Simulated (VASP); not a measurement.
# Ca (Fm-3m) in VASP: a series of runs

Aim: see how the results for Ca move with the level of theory and the settings. Levels: PBEsol, BLYP+D4. Tasks: single point.

All numbers are computed with VASP 6.6.1; they aren't measurements. Logs are shortened: lines on timing, memory, paths and dates and some standing lists are left out, and cuts for length are marked.

## (1) The cell of the first run

It takes space group Fm-3m (No. 225, cubic). Conventional cell: a = 5.698 Å, b = 5.698 Å, c = 5.698 Å, α = 90.00°, β = 90.00°, γ = 90.00°. Ca (site symmetry m-3m) has 12 Ca at 4.03 Å within 5.3 Å.

## (2) Single point, PBEsol

The input, INCAR:

```
ALGO = Fast
EDIFF = 1E-6
ENCUT = 520
GGA = PS
ISIF = 2
ISMEAR = -1
LASPH = True
LCHARG = False
LREAL = False
LWAVE = False
NBANDS = 11
NELM = 80
PREC = Accurate
SIGMA = 0.05
```

The input, KPOINTS:

```
k-points
0
Gamma
  8 8 8
```

The input, POSCAR:

```
Ca
1.0
    0.0000000000      2.8490021484      2.8490021484
    2.8490021484      0.0000000000      2.8490021484
    2.8490021484      2.8490021484      0.0000000000
Ca
1
Direct
    0.0000000000      0.0000000000      0.0000000000
```

Potentials or basis: VASP PAW PBE potentials, release 64 (Ca_sv).

On the command line:

```bash
> cat potpaw_PBE.64/Ca_sv/POTCAR > POTCAR
> mpirun -np 1 vasp_std > vasp.out
```

OUTCAR:

```text
EDIFF = 1E-6
   ENCUT = 520
   GGA = PS
   ISIF = 2
   ISMEAR = -1
   LASPH = True
   LREAL = False
   NELM = 80
   PREC = Accurate

 ion  position               nearest neighbor table
   1  0.000  0.000  0.000-

  LATTYP: Found a face centered cubic cell.
 ALAT       =     5.6980042968

  Lattice vectors:

 A1 = (   0.0000000000,   2.8490021484,   2.8490021484)
 A2 = (   2.8490021484,   0.0000000000,   2.8490021484)
 A3 = (   2.8490021484,   2.8490021484,   0.0000000000)

Analysis of symmetry for initial positions (statically):
=====================================================================
 Subroutine PRICEL returns:
 Original cell was already a primitive cell.

 Routine SETGRP: Setting up the symmetry group for a
 face centered cubic supercell.

 Subroutine GETGRP returns: Found 48 space group operations
 (whereof 48 operations were pure point group operations)
 out of a pool of 48 trial point group operations.

The static configuration has the point symmetry O_h .

Analysis of symmetry for dynamics (positions and initial velocities):
=====================================================================
 Subroutine PRICEL returns:
 Original cell was already a primitive cell.

 Routine SETGRP: Setting up the symmetry group for a
 face centered cubic supercell.

 Subroutine GETGRP returns: Found 48 space group operations
 (whereof 48 operations were pure point group operations)
 out of a pool of 48 trial point group operations.

The dynamic configuration has the point symmetry O_h .

 Subroutine INISYM returns: Found 48 space group operations
 (whereof 48 operations are pure point group operations),
 and found     1 'primitive' translations

----------------------------------------------------------------------------------------

                                     Primitive cell

  volume of cell :      46.2496

  direct lattice vectors                    reciprocal lattice vectors
     0.000000000  2.849002148  2.849002148    -0.175500043  0.175500043  0.175500043
     2.849002148  0.000000000  2.849002148     0.175500043 -0.175500043  0.175500043
     2.849002148  2.849002148  0.000000000     0.175500043  0.175500043 -0.175500043

  length of vectors
     4.029097477  4.029097477  4.029097477     0.303974991  0.303974991  0.303974991

  position of ions in fractional coordinates (direct lattice)
     0.000000000  0.000000000  0.000000000

  ion indices of the primitive-cell ions
   primitive index   ion index
                 1           1

----------------------------------------------------------------------------------------

 KPOINTS: k-points

Automatic generation of k-mesh.
 Grid dimensions read from file:
 generate k-points for:    8    8    8

 Generating k-lattice:

  Cartesian coordinates                     Fractional coordinates (reciprocal lattice)
    -0.021937505  0.021937505  0.021937505     0.125000000  0.000000000  0.000000000
     0.021937505 -0.021937505  0.021937505     0.000000000  0.125000000  0.000000000
     0.021937505  0.021937505 -0.021937505     0.000000000  0.000000000  0.125000000

  Length of vectors
     0.037996874  0.037996874  0.037996874

  Shift w.r.t. Gamma in fractional coordinates (k-lattice)
     0.000000000  0.000000000  0.000000000

 Subroutine IBZKPT returns following result:
 ===========================================

 Found     29 irreducible k-points:

 Following reciprocal coordinates:
            Coordinates               Weight
  0.000000  0.000000  0.000000      1.000000
  0.125000  0.000000  0.000000      8.000000
  0.250000  0.000000  0.000000      8.000000
  0.375000  0.000000  0.000000      8.000000
  0.500000  0.000000  0.000000      4.000000
  0.125000  0.125000  0.000000      6.000000
[... 16 lines left out ...]
  0.500000  0.250000  0.125000     48.000000
 -0.375000  0.250000  0.125000     24.000000
 [... further k-points ...]
   k-points           NKPTS =     29   k-points in BZ     NKDIM =     29   number of bands    NBANDS=     11
   number of dos      NEDOS =    301   number of ions     NIONS =      1
   total plane-waves  NPLWV =  27000
   dimension x,y,z NGX =    30 NGY =   30 NGZ =   30
   dimension x,y,z NGXF=    60 NGYF=   60 NGZF=   60
   ions per type =               1
   NGX,Y,Z   is equivalent  to a cutoff of  12.38, 12.38, 12.38 a.u.
   NGXF,Y,Z  is equivalent  to a cutoff of  24.76, 24.76, 24.76 a.u.
 SYSTEM =  unknown system
   PREC   = accura    normal or accurate (medium, high low for compatibility)
   ISTART =      0    job   : 0-new  1-cont  2-samecut
   ICHARG =      2    charge: 1-file 2-atom 10-const
   ISPIN  =      1    spin polarized calculation?
   LNONCOLLINEAR =      F non collinear calculations
   LSORBIT =      F    spin-orbit coupling
   LASPH  =      T    aspherical Exc in radial PAW
   ENCUT  =  520.0 eV  38.22 Ry    6.18 a.u.   7.49  7.49  7.49*2*pi/ulx,y,z
   NELM   =     80;   NELMIN=  2; NELMDL= -5     # of ELM steps
   EDIFF  = 0.1E-05   stopping-criterion for ELM
   LREAL  =      F    real-space projection
   EDIFFG = 0.1E-04   stopping-criterion for IOM
   NSW    =      0    number of steps for IOM
   IBRION =     -1    ionic relax: 0-MD 1-quasi-New 2-CG
   NFREE  =      0    steps in history (QN), initial steepest desc. (CG)
   ISIF   =      2    stress and relaxation
   ISYM   =      2    0-nonsym 1-usesym 2-fastsym
   POTIM  = 0.5000    time-step for ionic-motion
   TEBEG  =    0.0;   TEEND  =   0.0 temperature during run
   PSTRESS=    0.0 pullay stress
   NELECT =      10.0000    total number of electrons
   NUPDOWN=      -1.0000    fix difference up-down
   EMIN   =  10.00;   EMAX   =-10.00  energy-range for DOS
   EFERMI =   0.00;   METHOD = LEGACY
   ISMEAR =    -1;   SIGMA  =   0.05  broadening in eV -4-tet -1-fermi 0-gaus
   EFERMI_NEDOS =   21; number of points for ismear=-14 and -15
   IALGO  =     68    algorithm
   IMIX   =      4    mixing-type and parameters
     AMIX     =   0.40;   BMIX     =  1.00
     AMIX_MAG =   1.60;   BMIX_MAG =  1.00
  volume/ion in A,a.u.               =      46.25       312.11
  Fermi-wavevector in a.u.,A,eV,Ry     =   0.982589  1.856825 13.136178  0.965482
  Thomas-Fermi vector in A             =   2.113683
   LORBIT       =      0    0 simple, 1 ext, 2 COOP (PROOUT), +10 PAW based schemes
   GGA     = PS    functional components
   LHFCALC =     F    Hartree Fock is set to
   AEXX    =    0.0000 exact exchange contribution
   IVDW    =     0    specifies the selected vdW correction
   LEPSILON=     F    determine dielectric tensor
   LRPA    =     F    only Hartree local field effects (RPA)
 non-spin polarized calculation
 RMM-DIIS sequential band-by-band and
  energy-cutoff  :      520.00
  volume of cell :       46.25
 maximum number of plane-waves:      1265
 NGX is ok and might be reduce to    30
   NGX = 15   NGY = 15   NGZ = 15

 number of electron      10.0000003 magnetization

 Free energy of the ion-electron system (eV)
  ---------------------------------------------------
  ext. energy  EPLUGINS =         0.00000000
  ---------------------------------------------------
  free energy    TOTEN  =        -2.10361981 eV

  energy without entropy =       -2.09111824  energy(sigma->0) =       -2.09736902

 E-fermi :   1.5029     XC(G=0):  -7.5251

 val. band max:        1.4527546344   @ k =  -0.3750   0.2500   0.1250
 cond. band min:       1.5450937222   @ k =   0.5000   0.1250   0.0000
 fundamental gap:      0.0923390879
 Fermi energy:         1.5028915023

 k-point     1 :       0.0000    0.0000    0.0000
  band No.  band energies     occupation
      1     -40.5101      2.00000
      2     -21.5106      2.00000
      3     -21.5106      2.00000
      4     -21.5106      2.00000
      5      -2.3222      2.00000
      6       3.7501      0.00000
      7       3.7501      0.00000
      8       3.7501      0.00000
      9       4.7160      0.00000
     10       4.7160      0.00000
     11      10.2876      0.00000

 k-point     2 :       0.1250    0.0000    0.0000
  band No.  band energies     occupation
      1     -40.5088      2.00000
      2     -21.5254      2.00000
      3     -21.5127      2.00000
      4     -21.5127      2.00000
      5      -2.0757      2.00000
      6       3.5010      0.00000
      7       3.8321      0.00000
      8       3.8321      0.00000
      9       4.6532      0.00000
     10       4.6532      0.00000
     11      10.2413      0.00000

 k-point     3 :       0.2500    0.0000    0.0000
  band No.  band energies     occupation
      1     -40.5057      2.00000
      2     -21.5608      2.00000
      3     -21.5177      2.00000
      4     -21.5177      2.00000
      5      -1.3704      2.00000
      6       2.9024      0.00000
      7       3.8741      0.00000
      8       3.8741      0.00000
      9       4.7284      0.00000
     10       4.7284      0.00000
     11       8.3435      0.00000

 k-point     4 :       0.3750    0.0000    0.0000
  band No.  band energies     occupation
      1     -40.5025      2.00000
      2     -21.5958      2.00000
      3     -21.5227      2.00000
      4     -21.5227      2.00000
      5      -0.3253      2.00000
      6       2.1017      0.00001
      7       3.7301      0.00000
      8       3.7301      0.00000
      9       5.1089      0.00000
     10       5.1089      0.00000
     11       6.8222      0.00000
[... 239 lines left out ...]
 k-point    22 :       0.3750    0.2500    0.1250
  band No.  band energies     occupation
      1     -40.5033      2.00000
      2     -21.5695      2.00000
      3     -21.5361      2.00000
      4     -21.5240      2.00000
      5      -0.7740      2.00000
      6       2.7151      0.00000
      7       3.4231      0.00000
      8       4.2528      0.00000
      9       4.3701      0.00000
     10       5.1948      0.00000
     11       8.3337      0.00000

 k-point    23 :       0.5000    0.2500    0.1250
  band No.  band energies     occupation
      1     -40.5008      2.00000
      2     -21.5885      2.00000
      3     -21.5471      2.00000
      4     -21.5299      2.00000
      5       0.2215      2.00000
      6       2.2246      0.00000
      7       3.0467      0.00000
      8       4.1092      0.00000
      9       4.8750      0.00000
     10       5.5279      0.00000
     11       6.7947      0.00000

 k-point    24 :      -0.3750    0.2500    0.1250
  band No.  band energies     occupation
      1     -40.4997      2.00000
      2     -21.5966      2.00000
      3     -21.5506      2.00000
      4     -21.5331      2.00000
      5       1.2042      1.99492
      6       1.4528      1.46319
      7       2.9897      0.00000
      8       4.0212      0.00000
      9       5.1795      0.00000
     10       5.6841      0.00000
     11       6.0046      0.00000

 [... further k-points ...]

------------------------ aborting loop because EDIFF is reached ----------------------------------------

  FORCE on cell =-STRESS in cart. coord.  units (eV):
  Direction    XX          YY          ZZ          XY          YZ          ZX
  --------------------------------------------------------------------------------------
  -------------------------------------------------------------------------------------
  Total       -0.5465538     -0.5465538     -0.5465538     -0.0000000     -0.0000000     -0.0000000
  in kB      -18.9336862    -18.9336862    -18.9336862     -0.0000000     -0.0000000     -0.0000000
  external PRESSURE =     -18.9336862 kB  Pullay stress =       0.0000000 kB

 VOLUME and BASIS-vectors are now :
 -----------------------------------------------------------------------------
  energy-cutoff  :      520.00
  volume of cell :       46.25
      direct lattice vectors                 reciprocal lattice vectors
     0.000000000  2.849002148  2.849002148    -0.175500043  0.175500043  0.175500043
     2.849002148  0.000000000  2.849002148     0.175500043 -0.175500043  0.175500043
     2.849002148  2.849002148  0.000000000     0.175500043  0.175500043 -0.175500043

 POSITION                                       TOTAL-FORCE (eV/Angst)
 -----------------------------------------------------------------------------------
      0.00000      0.00000      0.00000        -0.000000     -0.000000     -0.000000
 -----------------------------------------------------------------------------------
    total drift:                               -0.000000     -0.000000      0.000000

  FREE ENERGIE OF THE ION-ELECTRON SYSTEM (eV)
  ---------------------------------------------------
  free  energy   TOTEN  =        -2.1036198095 eV

  energy  without entropy=       -2.0911182397  energy(sigma->0) =       -2.09736902
```

It took 13 s on 1 thread of Intel Xeon Platinum 8375C at 2.90GHz (Ice Lake), shared host; peak memory 0.16 GiB.

What came out:

- Free energy: -2.1036 eV
- Pressure: -1.9 GPa
- Band gap on the k mesh: zero (band 5 reaches 1.79 eV, above the bottom of band 6 at 1.33 eV)

Caveat: the PAW data sets were made with another functional, which shifts forces and pressure a little.

## (3) Single point, PBEsol

This run uses another cell than the first one, of 45.38 Å³/atom, 0.981 times its volume.

The input, INCAR:

```
SYSTEM = Ca
PREC = Accurate
ENCUT = 520
EDIFF = 1E-6
ISMEAR = -1
SIGMA = 0.05
LREAL = .FALSE.
LASPH = .TRUE.
NELM = 100
ALGO = Normal
ISIF = 2
LWAVE = .FALSE.
LCHARG = .TRUE.
GGA = PS
LELF = .TRUE.
LVHAR = .TRUE.
NBANDS = 11
```

The input, KPOINTS:

```
Automatic mesh
0
G
  8 8 8
  0 0 0
```

The input, POSCAR:

```
Ca
1.0
    0.0000000000      2.8309700062      2.8309700062
    2.8309700062      0.0000000000      2.8309700062
    2.8309700062      2.8309700062      0.0000000000
Ca
1
Direct
    0.0000000000      0.0000000000      0.0000000000
```

Potentials or basis: VASP PAW PBE potentials, release 64 (Ca_sv).

On the command line:

```bash
> cat potpaw_PBE.64/Ca_sv/POTCAR > POTCAR
> mpirun -np 1 vasp_std > vasp.out
```

Wall time 9.5 s (1 thread of Intel Xeon Platinum 8375C at 2.90GHz (Ice Lake), shared host); peak memory 0.16 GiB.

Results (log left out):

* Free energy: -2.1132 eV
* Pressure: -1.7 GPa
* Band gap on the k mesh: zero (band 5 reaches 1.85 eV, above the bottom of band 6 at 1.41 eV)

Levels at points of the mesh, in eV from the Fermi level:
| k point | band 2 | band 3 | band 4 | band 5 | band 6 | band 7 | band 8 | band 9 |
| --- | --- | --- | --- | --- | --- | --- | --- | --- |
| (0.00, 0.00, 0.00) | -22.97 | -22.97 | -22.97 | -3.86 | 2.27 | 2.27 | 2.27 | 3.26 |
| (0.50, 0.00, 0.00) | -23.07 | -22.98 | -22.98 | -0.93 | -0.16 | 2.17 | 2.17 | 3.89 |
| (0.50, 0.50, 0.00) | -23.07 | -23.01 | -23.01 | -0.35 | 0.64 | 0.88 | 3.89 | 4.06 |

Caveat: the PAW data sets were made with another functional, which shifts forces and pressure a little.

## (4) Single point, BLYP+D4

This run uses another cell than the first one, of 43.63 Å³/atom, 0.943 times its volume.

The input, INCAR:

```
PREC     = Accurate       # precision mode
ENCUT    = 520            # plane-wave cutoff, eV
EDIFF    = 1E-7           # SCF threshold, eV
ISMEAR   = -1             # smearing method
SIGMA    = 0.1            # smearing width, eV
LREAL    = False          # projectors in reciprocal space
LASPH    = True           # aspherical terms in the spheres
NELM     = 80             # most SCF steps
ALGO     = Normal         # electronic algorithm
ISIF     = 2              # what is computed and relaxed
LWAVE    = False          # write WAVECAR
LCHARG   = False          # write CHGCAR
GGA      = B5             # functional
ALDAX    = 1.0          
AGGAX    = 1.0          
AGGAC    = 1.0          
ALDAC    = 0.0          
IVDW     = 13             # dispersion correction
VDW_S6   = 1.0          
VDW_S8   = 2.34076671   
VDW_A1   = 0.44488865   
VDW_A2   = 4.0933009    
NBANDS   = 11             # bands
```

The input, KPOINTS:

```
Automatic mesh
0
Gamma
  8 8 8
```

The input, POSCAR:

```
Ca
1.0
    0.0000000000      2.7942000000      2.7942000000
    2.7942000000      0.0000000000      2.7942000000
    2.7942000000      2.7942000000      0.0000000000
Ca
1
Direct
    0.0000000000      0.0000000000      0.0000000000
```

On the command line:

```bash
> cat potpaw_PBE.64/Ca_sv/POTCAR > POTCAR
> mpirun -np 1 vasp_std > vasp.out
```

Wall time 13 s (1 thread of Intel Xeon 6975P-C (Granite Rapids), shared host); peak memory 0.16 GiB.

The run converged. Its results:

- Free energy: -1.5713 eV
- Pressure: -1.4 GPa
- Band gap on the k mesh: zero (band 5 reaches 2.44 eV, above the bottom of band 6 at 2.18 eV)
- Dispersion energy per atom: -0.309 eV

Levels at points of the mesh, in eV from the Fermi level:
```tsv
k point	band 3	band 4	band 5	band 6	band 7	band 8
(0.00, 0.00, 0.00)	-23.12	-23.12	-3.91	2.11	2.11	2.11
(0.50, 0.00, 0.00)	-23.14	-23.14	-0.99	-0.07	2.00	2.00
(0.50, 0.50, 0.00)	-23.16	-23.16	-0.46	0.50	1.01	3.72
```

Caveat: the PAW data sets were made with another functional, which shifts forces and pressure a little; pairwise dispersion overbinds metals, which lowers pressure and volume.

## (5) Overview

```csv
level,cell,smearing,gap on the mesh (eV),pressure (GPa)
PBEsol,"a = 4.029 Å, angles 60.0°, 1 atom",fermi-dirac 0.05 eV,none,-1.9
PBEsol,"a = 4.004 Å, angles 60.0°, 1 atom",fermi-dirac 0.05 eV,none,-1.7
BLYP+D4,"a = 3.952 Å, angles 60.0°, 1 atom",fermi-dirac 0.1 eV,none,-1.4
```

Alike in all rows: task single point; potentials or basis VASP PAW PBE potentials, release 64 (Ca_sv); no spin polarisation; k mesh 8 × 8 × 8; cutoff (eV) 520.

Caveats: the PAW data sets were made with another functional, which shifts forces and pressure a little; pairwise dispersion overbinds metals, which lowers pressure and volume (some runs).

Total energies depend on the potentials used, so only differences within one code and one set of settings carry meaning.
